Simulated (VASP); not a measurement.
The system is SnS2.

```
Sn S
1.0
     3.65305    0.00000    0.00000
    -1.82653    3.16364    0.00000
     0.00000    0.00000    5.89066
Sn S
1 2
Direct
  0.00000 0.00000 0.00000
  0.33333 0.66667 0.25000
  0.66667 0.33333 0.75000
```

```yaml
Program: VASP 6.6.1
Task: relaxation of cell and atoms
Functional: PBE
Potentials_or_basis: VASP PAW PBE potentials, release 64 (Sn_d, S)
Cutoff: 500 eV
k_mesh: 6 × 6 × 3
Occupations: gaussian, width 0.033 eV
Spin: non-collinear spin, zero start, spin-orbit coupling
Starting_moments: "[[0.0, 0.0, 0.0], [0.0, 0.0, 0.0], [0.0, 0.0, 0.0]] μB"
```

At the start: pressure 3.1 GPa; volume 22.69 Å³/atom.

**Question.** How do energy, volume and symmetry change on relaxing?

**Answer.** Over 32 steps the energy falls by 21.7 meV/atom and the volume is 26.72 Å³/atom (+17.7 %); space group P-3m1 (No. 164, to 0.1 Å) before and after; moment 0.00 μB per cell.

The path:
```
step  energy change (eV)  largest force (eV/Å)  pressure (GPa)  volume (Å³)
   1              0.0000                0.1089            3.15        68.08
   2             -0.0121                0.4845           -1.82        72.57
   3             -0.0245                0.2503            0.09        70.63
   4             -0.0294                0.1869            0.08        71.05
   5             -0.0355                0.0089            0.06        72.26
   6             -0.0398                0.0100            0.07        72.65
   7             -0.0500                0.0118            0.09        73.83
   8             -0.0605                0.0070            0.33        76.13
   9             -0.0619                0.0047            0.49        77.21
  10             -0.0589                0.2101           -1.13        80.34
  11             -0.0633                0.0796           -0.12        78.34
  12             -0.0640                0.0043           -0.08        78.99
  13             -0.0641                0.0126           -0.09        78.86
  14             -0.0641                0.0319            0.24        78.66
  15             -0.0642                0.0105            0.09        78.75
  16             -0.0644                0.0114            0.07        78.88
  17             -0.0644                0.0186            0.06        78.92
  18             -0.0645                0.0333           -0.06        79.20
  19             -0.0645                0.0447           -0.15        79.42
  20             -0.0645                0.0381           -0.10        79.30
  21             -0.0645                0.0340           -0.10        79.35
  22             -0.0647                0.0213           -0.09        79.51
  23             -0.0648                0.0042           -0.04        79.83
  24             -0.0648                0.0089            0.00        79.85
  25             -0.0649                0.0143            0.06        79.87
  26             -0.0649                0.0252            0.19        79.91
  27             -0.0649                0.0190            0.11        79.89
  28             -0.0650                0.0094            0.09        79.98
  29             -0.0650                0.0129            0.03        80.19
  30             -0.0650                0.0115            0.03        80.18
  31             -0.0650                0.0008            0.06        80.08
  32             -0.0650                0.0096            0.03        80.16
```

Final structure:
```xyz
3
Lattice="3.7001 0.0000 0.0000 -1.8500 3.2044 0.0000 -0.0001 0.0000 6.7608" Properties=species:S:1:pos:R:3 pbc="T T T"
Sn    0.0000    0.0000    0.0000
S     0.0000    2.1363    1.4783
S     1.8500    1.0681    5.2825
```

Caveat: the volume moved by over 15 % at a fixed basis, so the end points are rough; this functional lacks dispersion, which binds layers or chains, so the pressure and a relaxed spacing across them are unreliable.
